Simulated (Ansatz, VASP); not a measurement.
## One calculation of AlIn3As4, two programs

```
Al In As
1.0
     6.06449    0.00000    0.00000
     0.00000    6.06449    0.00000
    -3.03225   -3.03225    6.05938
Al In As
1 3 4
Direct
  0.00000 0.00000 0.00000
  0.75000 0.25000 0.50000
  0.50000 0.50000 0.00000
  0.25000 0.75000 0.50000
  0.11715 0.11715 0.76086
  0.88285 0.35629 0.23914
  0.64371 0.64371 0.76086
  0.35629 0.88285 0.23914
```

Alike in both runs: task single point; functional PBE; k mesh 4 × 4 × 4; occupations gaussian, width 0.2 eV; no spin polarisation.

|  | VASP | Ansatz |
| --- | --- | --- |
| version | VASP 6.6.1 | Ansatz 0.2.0 |
| potentials or method | VASP PAW PBE potentials, release 64 (Al, In_d, As), cutoff 520 eV | scalar-relativistic, plane waves, PAW |
| valence electrons in the cell | 62 | 102 |

|  | VASP | Ansatz | Ansatz less VASP |
| --- | --- | --- | --- |
| gap on the k mesh at the Fermi level (eV) | none | none | - |
| pressure (GPa) | 0.1 | 0.1 | -0.06 |

A gap of «none» marks a metal or a gap that the smearing closes. The functional is the same, so the differences come from potentials, cutoffs and numerics. VASP's potentials hold 62 valence electrons a cell and Ansatz's 102, so a difference there can come from the potentials and not from the codes.
